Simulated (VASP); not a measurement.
# AgCl in VASP: notebook

AgCl is run at these levels: PBE; tasks: single point.

Everything below comes from runs of VASP 6.6.1. Logs are shortened: lines on timing, memory, paths and dates and some standing lists are left out, and cuts for length are marked.

## 1. The cell of the first run

Symmetry: I4mm, No. 107, tetragonal system. Conventional cell: a = 3.922 Å, b = 3.922 Å, c = 5.546 Å, α = 90.00°, β = 90.00°, γ = 90.00°. Within 3.6 Å of Ag (site symmetry 4mm) lie 6 Cl at 2.72 to 2.82 Å. Cl (site symmetry 4mm) has 6 Ag at 2.72 to 2.82 Å within 3.6 Å.

## 2. Single point, PBE (atom 1 (Ag) moved by [0.0, 0.0, 0.05] A)

INCAR reads:

```
PREC = Accurate ; ENCUT = 520
EDIFF = 1E-6 ; ISMEAR = -1
SIGMA = 0.01 ; LREAL = F
LASPH = T ; NELM = 60
ALGO = Normal ; ISIF = 2
LWAVE = F ; LCHARG = T
GGA = PE ; LELF = T
LVHAR = T ; NBANDS = 16
```

KPOINTS reads:

```
Automatic mesh
0
Gamma
  9 9 9
```

POSCAR reads:

```
AgCl
1.0
    0.0000000000      2.7731500000      2.7731500000
    2.7731500000      0.0000000000      2.7731500000
    2.7731500000      2.7731500000      0.0000000000
Ag Cl
1 1
Direct
    0.5090150190      0.5090150190      0.4909849810
    0.0000000000      0.0000000000      0.0000000000
```

Potentials or basis: VASP PAW PBE potentials, release 64 (Ag, Cl).

On the command line:

```
> cat potpaw_PBE.64/Ag/POTCAR potpaw_PBE.64/Cl/POTCAR > POTCAR
> mpirun -np 1 vasp_std > vasp.out
```

OUTCAR:

```text
PREC = Accurate
   ENCUT = 520
   EDIFF = 1E-6
   ISMEAR = -1
   LREAL = F
   LASPH = T
   NELM = 60
   ISIF = 2
   GGA = PE

 ion  position               nearest neighbor table
   1  0.509  0.509  0.491-   2 2.72   2 2.77   2 2.77   2 2.77   2 2.77   2 2.82
   2  0.000  0.000  0.000-   1 2.72   1 2.77   1 2.77   1 2.77   1 2.77   1 2.82

  LATTYP: Found a face centered cubic cell.
 ALAT       =     5.5463000000

  Lattice vectors:

 A1 = (   0.0000000000,   2.7731500000,   2.7731500000)
 A2 = (   2.7731500000,   0.0000000000,   2.7731500000)
 A3 = (   2.7731500000,   2.7731500000,   0.0000000000)

Analysis of symmetry for initial positions (statically):
=====================================================================
 Subroutine PRICEL returns:
 Original cell was already a primitive cell.

 Routine SETGRP: Setting up the symmetry group for a
 face centered cubic supercell.

 Subroutine GETGRP returns: Found  8 space group operations
 (whereof  8 operations were pure point group operations)
 out of a pool of 48 trial point group operations.

The static configuration has the point symmetry C_4v.

Analysis of symmetry for dynamics (positions and initial velocities):
=====================================================================
 Subroutine PRICEL returns:
 Original cell was already a primitive cell.

 Routine SETGRP: Setting up the symmetry group for a
 face centered cubic supercell.

 Subroutine GETGRP returns: Found  8 space group operations
 (whereof  8 operations were pure point group operations)
 out of a pool of 48 trial point group operations.

The dynamic configuration has the point symmetry C_4v.

 Subroutine INISYM returns: Found  8 space group operations
 (whereof  8 operations are pure point group operations),
 and found     1 'primitive' translations

----------------------------------------------------------------------------------------

                                     Primitive cell

  volume of cell :      42.6530

  direct lattice vectors                    reciprocal lattice vectors
     0.000000000  2.773150000  2.773150000    -0.180300380  0.180300380  0.180300380
     2.773150000  0.000000000  2.773150000     0.180300380 -0.180300380  0.180300380
     2.773150000  2.773150000  0.000000000     0.180300380  0.180300380 -0.180300380

  length of vectors
     3.921826340  3.921826340  3.921826340     0.312289420  0.312289420  0.312289420

  position of ions in fractional coordinates (direct lattice)
     0.509015019  0.509015019  0.490984981
     0.000000000  0.000000000  0.000000000

  ion indices of the primitive-cell ions
   primitive index   ion index
                 1           1
                 2           2

----------------------------------------------------------------------------------------

 KPOINTS: Automatic mesh

Automatic generation of k-mesh.
 Grid dimensions read from file:
 generate k-points for:    9    9    9

 Generating k-lattice:

  Cartesian coordinates                     Fractional coordinates (reciprocal lattice)
    -0.020033376  0.020033376  0.020033376     0.111111111  0.000000000  0.000000000
     0.020033376 -0.020033376  0.020033376     0.000000000  0.111111111  0.000000000
     0.020033376  0.020033376 -0.020033376     0.000000000  0.000000000  0.111111111

  Length of vectors
     0.034698824  0.034698824  0.034698824

  Shift w.r.t. Gamma in fractional coordinates (k-lattice)
     0.000000000  0.000000000  0.000000000

 Subroutine IBZKPT returns following result:
 ===========================================

 Found     75 irreducible k-points:

 Following reciprocal coordinates:
            Coordinates               Weight
  0.000000  0.000000  0.000000      1.000000
  0.111111  0.000000  0.000000      8.000000
  0.222222  0.000000  0.000000      8.000000
  0.333333  0.000000  0.000000      8.000000
  0.444444  0.000000  0.000000      8.000000
  0.111111  0.111111  0.000000      2.000000
[... 16 lines left out ...]
  0.000000  0.222222  0.222222      4.000000
  0.333333  0.222222  0.000000      8.000000
 [... further k-points ...]
   k-points           NKPTS =     75   k-points in BZ     NKDIM =     75   number of bands    NBANDS=     16
   number of dos      NEDOS =    301   number of ions     NIONS =      2
   total plane-waves  NPLWV =  27000
   dimension x,y,z NGX =    30 NGY =   30 NGZ =   30
   dimension x,y,z NGXF=    60 NGYF=   60 NGZF=   60
   ions per type =               1   1
   NGX,Y,Z   is equivalent  to a cutoff of  12.72, 12.72, 12.72 a.u.
   NGXF,Y,Z  is equivalent  to a cutoff of  25.43, 25.43, 25.43 a.u.
 SYSTEM =  unknown system
   PREC   = accura    normal or accurate (medium, high low for compatibility)
   ISTART =      0    job   : 0-new  1-cont  2-samecut
   ICHARG =      2    charge: 1-file 2-atom 10-const
   ISPIN  =      1    spin polarized calculation?
   LNONCOLLINEAR =      F non collinear calculations
   LSORBIT =      F    spin-orbit coupling
   LASPH  =      T    aspherical Exc in radial PAW
   ENCUT  =  520.0 eV  38.22 Ry    6.18 a.u.   7.29  7.29  7.29*2*pi/ulx,y,z
   NELM   =     60;   NELMIN=  2; NELMDL= -5     # of ELM steps
   EDIFF  = 0.1E-05   stopping-criterion for ELM
   LREAL  =      F    real-space projection
   EDIFFG = 0.1E-04   stopping-criterion for IOM
   NSW    =      0    number of steps for IOM
   IBRION =     -1    ionic relax: 0-MD 1-quasi-New 2-CG
   NFREE  =      0    steps in history (QN), initial steepest desc. (CG)
   ISIF   =      2    stress and relaxation
   ISYM   =      2    0-nonsym 1-usesym 2-fastsym
   POTIM  = 0.5000    time-step for ionic-motion
   TEBEG  =    0.0;   TEEND  =   0.0 temperature during run
   PSTRESS=    0.0 pullay stress
   NELECT =      18.0000    total number of electrons
   NUPDOWN=      -1.0000    fix difference up-down
   EMIN   =  10.00;   EMAX   =-10.00  energy-range for DOS
   EFERMI =   0.00;   METHOD = LEGACY
   ISMEAR =    -1;   SIGMA  =   0.01  broadening in eV -4-tet -1-fermi 0-gaus
   EFERMI_NEDOS =   21; number of points for ismear=-14 and -15
   IALGO  =     38    algorithm
   IMIX   =      4    mixing-type and parameters
     AMIX     =   0.40;   BMIX     =  1.00
     AMIX_MAG =   1.60;   BMIX_MAG =  1.00
  volume/ion in A,a.u.               =      21.33       143.92
  Fermi-wavevector in a.u.,A,eV,Ry     =   1.227955  2.320498 20.515850  1.507872
  Thomas-Fermi vector in A             =   2.362898
   LORBIT       =      0    0 simple, 1 ext, 2 COOP (PROOUT), +10 PAW based schemes
   GGA     = PE    functional components
   LHFCALC =     F    Hartree Fock is set to
   AEXX    =    0.0000 exact exchange contribution
   IVDW    =     0    specifies the selected vdW correction
   LEPSILON=     F    determine dielectric tensor
   LRPA    =     F    only Hartree local field effects (RPA)
 non-spin polarized calculation
  energy-cutoff  :      520.00
  volume of cell :       42.65
 maximum number of plane-waves:      1161
 NGX is ok and might be reduce to    30
   NGX = 15   NGY = 15   NGZ = 15

 number of electron      18.0000001 magnetization

 Free energy of the ion-electron system (eV)
  ---------------------------------------------------
  ext. energy  EPLUGINS =         0.00000000
  ---------------------------------------------------
  free energy    TOTEN  =        -5.39301757 eV

  energy without entropy =       -5.39301757  energy(sigma->0) =       -5.39301757

 E-fermi :   4.0501     XC(G=0):  -9.9649

 val. band max:        3.7700823948   @ k =   0.4444   0.0000   0.0000
 cond. band min:       4.7270393222   @ k =   0.0000   0.0000   0.0000
 fundamental gap:      0.9569569274
 Fermi energy:         4.0501407662

 k-point     1 :       0.0000    0.0000    0.0000
  band No.  band energies     occupation
      1     -11.3325      2.00000
      2       1.2633      2.00000
      3       1.3158      2.00000
      4       1.3158      2.00000
      5       1.3782      2.00000
      6       1.4193      2.00000
[... 8 lines left out ...]
     15      17.0840      0.00000
     16      17.1455      0.00000

 k-point     2 :       0.1111    0.0000    0.0000
  band No.  band energies     occupation
      1     -11.2848      2.00000
      2       0.7027      2.00000
      3       0.7947      2.00000
      4       0.8521      2.00000
      5       1.4202      2.00000
      6       1.4207      2.00000
[... 8 lines left out ...]
     15      15.9418      0.00000
     16      16.5842      0.00000

 k-point     3 :       0.2222    0.0000    0.0000
  band No.  band energies     occupation
      1     -11.1599      2.00000
      2      -0.1524      2.00000
      3       0.2625      2.00000
      4       0.2644      2.00000
      5       1.5249      2.00000
      6       1.5251      2.00000
[... 8 lines left out ...]
     15      15.9626      0.00000
     16      16.4381      0.00000

 k-point     4 :       0.3333    0.0000    0.0000
  band No.  band energies     occupation
      1     -11.0100      2.00000
      2      -0.9271      2.00000
      3      -0.1191      2.00000
      4      -0.1162      2.00000
      5       1.6485      2.00000
      6       1.6485      2.00000
[... 8 lines left out ...]
     15      16.6551      0.00000
     16      16.6742      0.00000

 k-point     5 :       0.4444    0.0000    0.0000
  band No.  band energies     occupation
      1     -10.9071      2.00000
      2      -1.3649      2.00000
      3      -0.3159      2.00000
      4      -0.3122      2.00000
      5       1.7317      2.00000
      6       1.7318      2.00000
[... 8 lines left out ...]
     15      17.4063      0.00000
     16      17.4088      0.00000

 k-point     6 :       0.1111    0.1111    0.0000
  band No.  band energies     occupation
      1     -11.2703      2.00000
      2       0.2980      2.00000
      3       1.0402      2.00000
      4       1.0402      2.00000
      5       1.3397      2.00000
      6       1.4411      2.00000
[... 8 lines left out ...]
     15      17.5977      0.00000
     16      17.7454      0.00000

 k-point     7 :       0.0000    0.1111    0.1111
  band No.  band energies     occupation
      1     -11.2703      2.00000
      2       0.3079      2.00000
      3       1.0283      2.00000
      4       1.0348      2.00000
      5       1.3456      2.00000
      6       1.4377      2.00000
[... 8 lines left out ...]
     15      17.5980      0.00000
     16      17.6912      0.00000

 k-point     8 :       0.2222    0.1111    0.0000
  band No.  band energies     occupation
      1     -11.1748      2.00000
      2      -0.2371      2.00000
      3       0.5596      2.00000
      4       0.6111      2.00000
      5       1.3917      2.00000
      6       1.5425      2.00000
[... 8 lines left out ...]
     15      17.1429      0.00000
     16      17.6638      0.00000

 k-point     9 :       0.0000    0.2222    0.1111
  band No.  band energies     occupation
      1     -11.1748      2.00000
      2      -0.2291      2.00000
      3       0.5343      2.00000
      4       0.6284      2.00000
      5       1.3902      2.00000
      6       1.5419      2.00000
[... 8 lines left out ...]
     15      17.1381      0.00000
     16      17.6584      0.00000
[... 172 lines left out ...]
 k-point    19 :       0.0000   -0.2222    0.1111
  band No.  band energies     occupation
      1     -11.0827      2.00000
      2      -0.5627      2.00000
      3      -0.0367      2.00000
      4       0.3456      2.00000
      5       1.5345      2.00000
      6       1.6222      2.00000
[... 8 lines left out ...]
     15      17.2176      0.00000
     16      17.4704      0.00000

 k-point    20 :      -0.1111    0.1111    0.0000
  band No.  band energies     occupation
      1     -11.2127      2.00000
      2       0.1035      2.00000
      3       0.3391      2.00000
      4       0.8092      2.00000
      5       1.4421      2.00000
      6       1.5148      2.00000
[... 8 lines left out ...]
     15      16.6142      0.00000
     16      17.3830      0.00000

 k-point    21 :       0.0000   -0.1111    0.1111
  band No.  band energies     occupation
      1     -11.2127      2.00000
      2       0.0997      2.00000
      3       0.3407      2.00000
      4       0.8004      2.00000
      5       1.4423      2.00000
      6       1.5234      2.00000
[... 8 lines left out ...]
     15      16.6124      0.00000
     16      17.3968      0.00000

 k-point    22 :       0.2222    0.2222    0.0000
  band No.  band energies     occupation
      1     -11.1213      2.00000
      2      -0.5337      2.00000
      3       0.7979      2.00000
      4       0.7979      2.00000
      5       1.2426      2.00000
      6       1.4967      2.00000
[... 8 lines left out ...]
     15      18.1105      0.00000
     16      19.6039      0.00000

 k-point    23 :       0.0000    0.2222    0.2222
  band No.  band energies     occupation
      1     -11.1214      2.00000
      2      -0.5255      2.00000
      3       0.7837      2.00000
      4       0.7874      2.00000
      5       1.2530      2.00000
      6       1.4993      2.00000
[... 8 lines left out ...]
     15      18.1024      0.00000
     16      19.6043      0.00000

 k-point    24 :       0.3333    0.2222    0.0000
  band No.  band energies     occupation
      1     -11.0221      2.00000
      2      -0.7599      2.00000
      3       0.4035      2.00000
      4       0.4871      2.00000
      5       1.3181      2.00000
      6       1.6591      2.00000
[... 8 lines left out ...]
     15      18.1864      0.00000
     16      19.3303      0.00000

 [... further k-points ...]

------------------------ aborting loop because EDIFF is reached ----------------------------------------

  FORCE on cell =-STRESS in cart. coord.  units (eV):
  Direction    XX          YY          ZZ          XY          YZ          ZX
  --------------------------------------------------------------------------------------
  -------------------------------------------------------------------------------------
  Total        0.3917736      0.3917736      0.4229984      0.0000000      0.0000000      0.0000000
  in kB       14.7161988     14.7161988     15.8890977      0.0000000      0.0000000      0.0000000
  external PRESSURE =      15.1071651 kB  Pullay stress =       0.0000000 kB

 VOLUME and BASIS-vectors are now :
 -----------------------------------------------------------------------------
  energy-cutoff  :      520.00
  volume of cell :       42.65
      direct lattice vectors                 reciprocal lattice vectors
     0.000000000  2.773150000  2.773150000    -0.180300380  0.180300380  0.180300380
     2.773150000  0.000000000  2.773150000     0.180300380 -0.180300380  0.180300380
     2.773150000  2.773150000  0.000000000     0.180300380  0.180300380 -0.180300380

 POSITION                                       TOTAL-FORCE (eV/Angst)
 -----------------------------------------------------------------------------------
      2.77315      2.77315      2.82315         0.000000      0.000000     -0.057126
      0.00000      0.00000      0.00000         0.000000      0.000000      0.057126
 -----------------------------------------------------------------------------------
    total drift:                                0.000000      0.000000     -0.000028

  FREE ENERGIE OF THE ION-ELECTRON SYSTEM (eV)
  ---------------------------------------------------
  free  energy   TOTEN  =        -5.3930175712 eV

  energy  without entropy=       -5.3930175712  energy(sigma->0) =       -5.39301757
```

Run time: 70 s. Hardware: 1 thread of Intel Xeon 8259CL, shared host; peak memory 0.2 GiB.

Results:

```yaml
Free_energy: -5.3930 eV
Pressure: 1.5 GPa
Largest_force: 0.057 eV/Å
Band_gap_on_the_k_mesh: 0.96 eV (least direct gap 3.08 eV)
```

Forces in eV/Å, atoms in the order of the input:
```
Ag   0.000  0.000 -0.057
Cl   0.000  0.000  0.057
```

Levels at points of the mesh, in eV from the valence-band top:
```
           k point  band 7  band 8  band 9  band 10  band 11  band 12
(0.00, 0.00, 0.00)   -2.21   -2.21   -2.12     0.96    10.89    10.89
```

Caveat: the cell differs from its parent crystal (atom 1 (Ag) moved by [0.0, 0.0, 0.05] A); an odd mesh through Γ misses points on the zone boundary, where band edges can lie.

(Part 1 of 2 ends here.)
